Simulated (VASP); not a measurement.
# As in VASP: a series of runs

The runs below take As through single point, with LDA.

All numbers are computed with VASP 6.6.1; they aren't measurements. Logs are shortened: lines on timing, memory, paths and dates and some standing lists are left out, and cuts for length are marked.

## 1. The cell of the first run

The cell holds a slab with vacuum, 2 atoms: a = 3.463 Å, b = 3.463 Å, c = 28.000 Å, α = 90.00°, β = 90.00°, γ = 120.00°.

## 2. Single point, LDA

File INCAR:

```
PREC = Accurate ; ENCUT = 520
EDIFF = 1E-6 ; ISMEAR = 0
SIGMA = 0.02 ; LREAL = F
LASPH = T ; NELM = 100
ALGO = Normal ; ISIF = 2
LWAVE = F ; LCHARG = F
LDIPOL = T ; IDIPOL = 3
DIPOL = 0.5 0.5 0.500 ; GGA = CA
NBANDS = 12
```

File KPOINTS:

```
regular mesh
0
Gamma
  9 9 1
```

File POSCAR:

```
As
1.0
    3.4630000000      0.0000000000      0.0000000000
   -1.7315000000      2.9990459733      0.0000000000
    0.0000000000      0.0000000000     28.0000000000
As
2
Direct
    0.3333333333      0.6666666667      0.5000000000
    0.6666666667      0.3333333333      0.5000000000
```

Potentials or basis: VASP PAW LDA potentials, release 64 (As).

Command:

```
> cat potpaw_LDA.64/As/POTCAR > POTCAR
> mpirun -np 1 vasp_std > vasp.out
```

OUTCAR:

```text
PREC = Accurate
   ENCUT = 520
   EDIFF = 1E-6
   ISMEAR = 0
   LREAL = F
   LASPH = T
   NELM = 100
   ISIF = 2
   GGA = CA

 ion  position               nearest neighbor table
   1  0.333  0.667  0.500-   2 2.00   2 2.00   2 2.00
   2  0.667  0.333  0.500-   1 2.00   1 2.00   1 2.00

  LATTYP: Found a hexagonal cell.
 ALAT       =     3.4630000000
 C/A-ratio  =     8.0854750217

  Lattice vectors:

 A1 = (   3.4630000000,   0.0000000000,   0.0000000000)
 A2 = (  -1.7315000000,   2.9990459733,   0.0000000000)
 A3 = (   0.0000000000,   0.0000000000,  28.0000000000)

Analysis of symmetry for initial positions (statically):
=====================================================================
 Subroutine PRICEL returns:
 Original cell was already a primitive cell.

 Routine SETGRP: Setting up the symmetry group for a
 hexagonal supercell.

 Subroutine GETGRP returns: Found 24 space group operations
 (whereof 24 operations were pure point group operations)
 out of a pool of 24 trial point group operations.

The static configuration has the point symmetry D_6h.

Analysis of symmetry for dynamics (positions and initial velocities):
=====================================================================
 Subroutine PRICEL returns:
 Original cell was already a primitive cell.

 Routine SETGRP: Setting up the symmetry group for a
 hexagonal supercell.

 Subroutine GETGRP returns: Found 24 space group operations
 (whereof 24 operations were pure point group operations)
 out of a pool of 24 trial point group operations.

The dynamic configuration has the point symmetry D_6h.

 Subroutine INISYM returns: Found 24 space group operations
 (whereof 24 operations are pure point group operations),
 and found     1 'primitive' translations

----------------------------------------------------------------------------------------

                                     Primitive cell

  volume of cell :     290.7995

  direct lattice vectors                    reciprocal lattice vectors
     3.463000000  0.000000000  0.000000000     0.288766965  0.166719685  0.000000000
    -1.731500000  2.999045973  0.000000000     0.000000000  0.333439370  0.000000000
     0.000000000  0.000000000 28.000000000     0.000000000  0.000000000  0.035714286

  length of vectors
     3.463000000  3.463000000 28.000000000     0.333439370  0.333439370  0.035714286

  position of ions in fractional coordinates (direct lattice)
     0.333333333  0.666666667  0.500000000
     0.666666667  0.333333333  0.500000000

  ion indices of the primitive-cell ions
   primitive index   ion index
                 1           1
                 2           2

----------------------------------------------------------------------------------------

 KPOINTS: regular mesh

Automatic generation of k-mesh.
 Grid dimensions read from file:
 generate k-points for:    9    9    1

 Generating k-lattice:

  Cartesian coordinates                     Fractional coordinates (reciprocal lattice)
     0.032085218  0.018524409  0.000000000     0.111111111 -0.000000000  0.000000000
     0.000000000  0.037048819  0.000000000     0.000000000  0.111111111  0.000000000
     0.000000000  0.000000000  0.035714286     0.000000000  0.000000000  1.000000000

  Length of vectors
     0.037048819  0.037048819  0.035714286

  Shift w.r.t. Gamma in fractional coordinates (k-lattice)
     0.000000000  0.000000000  0.000000000

 Subroutine IBZKPT returns following result:
 ===========================================

 Found     12 irreducible k-points:

 Following reciprocal coordinates:
            Coordinates               Weight
  0.000000  0.000000  0.000000      1.000000
  0.111111  0.000000  0.000000      6.000000
  0.222222 -0.000000  0.000000      6.000000
  0.333333 -0.000000  0.000000      6.000000
  0.444444 -0.000000  0.000000      6.000000
  0.111111  0.111111  0.000000      6.000000
  0.222222  0.111111  0.000000     12.000000
  0.333333  0.111111  0.000000     12.000000
  0.444444  0.111111  0.000000      6.000000
  0.222222  0.222222  0.000000      6.000000
  0.333333  0.222222  0.000000     12.000000
  0.333333  0.333333  0.000000      2.000000
   k-points           NKPTS =     12   k-points in BZ     NKDIM =     12   number of bands    NBANDS=     12
   number of dos      NEDOS =    301   number of ions     NIONS =      2
   total plane-waves  NPLWV = 164640
   dimension x,y,z NGX =    28 NGY =   28 NGZ =  210
   dimension x,y,z NGXF=    56 NGYF=   56 NGZF=  420
   ions per type =               2
   NGX,Y,Z   is equivalent  to a cutoff of  13.44, 13.44, 12.47 a.u.
   NGXF,Y,Z  is equivalent  to a cutoff of  26.88, 26.88, 24.94 a.u.
 SYSTEM =  unknown system
   PREC   = accura    normal or accurate (medium, high low for compatibility)
   ISTART =      0    job   : 0-new  1-cont  2-samecut
   ICHARG =      2    charge: 1-file 2-atom 10-const
   ISPIN  =      1    spin polarized calculation?
   LNONCOLLINEAR =      F non collinear calculations
   LSORBIT =      F    spin-orbit coupling
   LASPH  =      T    aspherical Exc in radial PAW
   ENCUT  =  520.0 eV  38.22 Ry    6.18 a.u.   6.44  6.44 52.06*2*pi/ulx,y,z
   NELM   =    100;   NELMIN=  2; NELMDL= -5     # of ELM steps
   EDIFF  = 0.1E-05   stopping-criterion for ELM
   LREAL  =      F    real-space projection
   EDIFFG = 0.1E-04   stopping-criterion for IOM
   NSW    =      0    number of steps for IOM
   IBRION =     -1    ionic relax: 0-MD 1-quasi-New 2-CG
   NFREE  =      0    steps in history (QN), initial steepest desc. (CG)
   ISIF   =      2    stress and relaxation
   ISYM   =      2    0-nonsym 1-usesym 2-fastsym
   POTIM  = 0.5000    time-step for ionic-motion
   TEBEG  =    0.0;   TEEND  =   0.0 temperature during run
   PSTRESS=    0.0 pullay stress
   NELECT =      10.0000    total number of electrons
   NUPDOWN=      -1.0000    fix difference up-down
   EMIN   =  10.00;   EMAX   =-10.00  energy-range for DOS
   EFERMI =   0.00;   METHOD = LEGACY
   ISMEAR =     0;   SIGMA  =   0.02  broadening in eV -4-tet -1-fermi 0-gaus
   EFERMI_NEDOS =   21; number of points for ismear=-14 and -15
   IALGO  =     38    algorithm
   IMIX   =      4    mixing-type and parameters
     AMIX     =   0.40;   BMIX     =  1.00
     AMIX_MAG =   1.60;   BMIX_MAG =  1.00
  volume/ion in A,a.u.               =     145.40       981.21
  Fermi-wavevector in a.u.,A,eV,Ry     =   0.532366  1.006026  3.856075  0.283414
  Thomas-Fermi vector in A             =   1.555819
   LORBIT       =      0    0 simple, 1 ext, 2 COOP (PROOUT), +10 PAW based schemes
   GGA     = CA    functional components
   LHFCALC =     F    Hartree Fock is set to
   AEXX    =    0.0000 exact exchange contribution
   IVDW    =     0    specifies the selected vdW correction
   LEPSILON=     F    determine dielectric tensor
   LRPA    =     F    only Hartree local field effects (RPA)
 non-spin polarized calculation
 Gauss-broadening in eV      SIGMA  =   0.02
  energy-cutoff  :      520.00
  volume of cell :      290.80
 maximum number of plane-waves:      7891
 NGX is ok and might be reduce to    28
   NGX = 13   NGY = 13   NGZ =105

 dipolmoment           0.000000      0.000000      0.000000 electrons x Angstroem

 number of electron      10.0000000 magnetization

 dipolmoment           0.000000      0.000000     -0.000000 electrons x Angstroem

 Free energy of the ion-electron system (eV)
  ---------------------------------------------------
  ext. energy  EPLUGINS =         0.00000000
  ---------------------------------------------------
  free energy    TOTEN  =        -4.36428444 eV

  energy without entropy =       -4.36428429  energy(sigma->0) =       -4.36428437

 E-fermi :  -2.4392     XC(G=0):  -1.7165

 val. band max:       -2.5025133534   @ k =   0.3333   0.1111   0.0000
 cond. band min:      -2.3779870223   @ k =   0.2222   0.2222   0.0000
 fundamental gap:      0.1245263311
 Fermi energy:        -2.4391872374

 k-point     1 :       0.0000    0.0000    0.0000
  band No.  band energies     occupation
      1     -20.9405      2.00000
      2      -9.1628      2.00000
      3      -7.3533      2.00000
      4      -7.3533      2.00000
      5      -3.4829      2.00000
      6      -0.9419      0.00000
      7      -0.9419      0.00000
      8      -0.5476      0.00000
      9       1.0792      0.00000
     10       1.4282      0.00000
     11       1.8126      0.00000
     12       1.9772      0.00000

 k-point     2 :       0.1111    0.0000    0.0000
  band No.  band energies     occupation
      1     -20.7519      2.00000
      2      -8.9671      2.00000
      3      -8.8733      2.00000
      4      -7.7380      2.00000
      5      -2.5494      2.00000
      6      -0.7243      0.00000
      7      -0.3341      0.00000
      8      -0.1759      0.00000
      9       1.2795      0.00000
     10       1.6346      0.00000
     11       2.0168      0.00000
     12       2.1828      0.00000

 k-point     3 :       0.2222   -0.0000    0.0000
  band No.  band energies     occupation
      1     -20.1918      2.00000
      2     -11.3099      2.00000
      3      -8.4988      2.00000
      4      -8.3900      2.00000
      5      -2.8742      2.00000
      6       0.2511      0.00000
      7       0.3308      0.00000
      8       1.5523      0.00000
      9       1.7234      0.00000
     10       1.8852      0.00000
     11       2.2535      0.00000
     12       2.6305      0.00000
[... 106 lines left out ...]
 k-point    11 :       0.3333    0.2222    0.0000
  band No.  band energies     occupation
      1     -17.6690      2.00000
      2     -15.5862      2.00000
      3     -11.4333      2.00000
      4      -5.8672      2.00000
      5      -3.7601      2.00000
      6      -0.0606      0.00000
      7       1.5955      0.00000
      8       2.9743      0.00000
      9       3.1268      0.00000
     10       5.0838      0.00000
     11       5.3399      0.00000
     12       5.3724      0.00000

 k-point    12 :       0.3333    0.3333    0.0000
  band No.  band energies     occupation
      1     -16.5999      2.00000
      2     -16.5999      2.00000
      3     -11.9814      2.00000
      4      -4.8034      2.00000
      5      -4.8034      2.00000
      6       1.0385      0.00000
      7       2.6660      0.00000
      8       2.6660      0.00000
      9       3.1874      0.00000
     10       4.9390      0.00000
     11       4.9390      0.00000
     12       5.9380      0.00000

------------------------ aborting loop because EDIFF is reached ----------------------------------------

 vacuum level on the upper side and lower side of the slab       (xc-potential included)        -0.007        -0.007

  FORCE on cell =-STRESS in cart. coord.  units (eV):
  Direction    XX          YY          ZZ          XY          YZ          ZX
  --------------------------------------------------------------------------------------
  -------------------------------------------------------------------------------------
  Total       27.9374667     27.9374667     -0.0027195      0.0000000      0.0000000     -0.0000000
  in kB      153.9231559    153.9231559     -0.0149831      0.0000000      0.0000000     -0.0000000
  external PRESSURE =     102.6104429 kB  Pullay stress =       0.0000000 kB

 VOLUME and BASIS-vectors are now :
 -----------------------------------------------------------------------------
  energy-cutoff  :      520.00
  volume of cell :      290.80
      direct lattice vectors                 reciprocal lattice vectors
     3.463000000  0.000000000  0.000000000     0.288766965  0.166719685  0.000000000
    -1.731500000  2.999045973  0.000000000     0.000000000  0.333439370  0.000000000
     0.000000000  0.000000000 28.000000000     0.000000000  0.000000000  0.035714286

 POSITION                                       TOTAL-FORCE (eV/Angst)
 -----------------------------------------------------------------------------------
     -0.00000      1.99936     14.00000         0.000000     -0.000000      0.000000
      1.73150      0.99968     14.00000        -0.000000      0.000000     -0.000000
 -----------------------------------------------------------------------------------
    total drift:                                0.000000     -0.000000     -0.000000

  FREE ENERGIE OF THE ION-ELECTRON SYSTEM (eV)
  ---------------------------------------------------
  free  energy   TOTEN  =        -4.3642844401 eV

  energy  without entropy=       -4.3642842944  energy(sigma->0) =       -4.36428437

 vacuum level on the upper side and lower side of the slab         1.399         1.399
```

Wall time 28 s (1 thread of Intel Xeon 6975P-C (Granite Rapids), shared host); peak memory 0.31 GiB.

What came out:

* Free energy: -4.3643 eV
* Band gap on the k mesh: zero (band 5 reaches -1.65 eV, above the bottom of band 6 at -3.43 eV)

Levels at points of the mesh, in eV from the Fermi level:
```
           k point  band 1  band 2  band 3  band 4  band 5  band 6  band 7  band 8  band 9  band 10
(0.00, 0.00, 0.00)  -18.50   -6.72   -4.91   -4.91   -1.04    1.50    1.50    1.89    3.52     3.87
```

## 3. Single point, LDA

This run uses another cell than the first one, of 150.23 Å³/atom, 1.033 times its volume.

File INCAR:

```
SYSTEM = As
PREC = Accurate ; ENCUT = 520
EDIFF = 1E-6 ; ISMEAR = 0
SIGMA = 0.02 ; LREAL = .FALSE.
LASPH = .TRUE. ; NELM = 100
ALGO = Normal ; ISIF = 2
LWAVE = .FALSE. ; LCHARG = .FALSE.
LDIPOL = .TRUE. ; IDIPOL = 3
DIPOL = 0.5 0.5 0.500 ; NBANDS = 12
```

File KPOINTS:

```
regular mesh
0
G
  9 9 1
  0 0 0
```

File POSCAR:

```
As
1.0
    3.5200000000      0.0000000000      0.0000000000
   -1.7600000000      3.0484094213      0.0000000000
    0.0000000000      0.0000000000     28.0000000000
As
2
Direct
    0.3333333333      0.6666666667      0.5000000000
    0.6666666667      0.3333333333      0.5000000000
```

Potentials or basis: VASP PAW LDA potentials, release 64 (As).

Command:

```
> cat potpaw_LDA.64/As/POTCAR > POTCAR
> mpirun -np 1 vasp_std > vasp.out
```

Run time: 30 s. Hardware: 1 thread of Intel Xeon 6975P-C (Granite Rapids), shared host; peak memory 0.3 GiB.

It converged, with:

```yaml
Free_energy: -5.2130 eV
Band_gap_on_the_k_mesh: zero (band 5 reaches -2.16 eV, above the bottom of band 6 at -3.50 eV)
```

Levels at points of the mesh, in eV from the Fermi level:
```tsv
k point	band 2	band 3	band 4	band 5	band 6	band 7	band 8	band 9
(0.00, 0.00, 0.00)	-6.33	-4.79	-4.79	-1.49	1.54	1.54	2.15	3.75
```
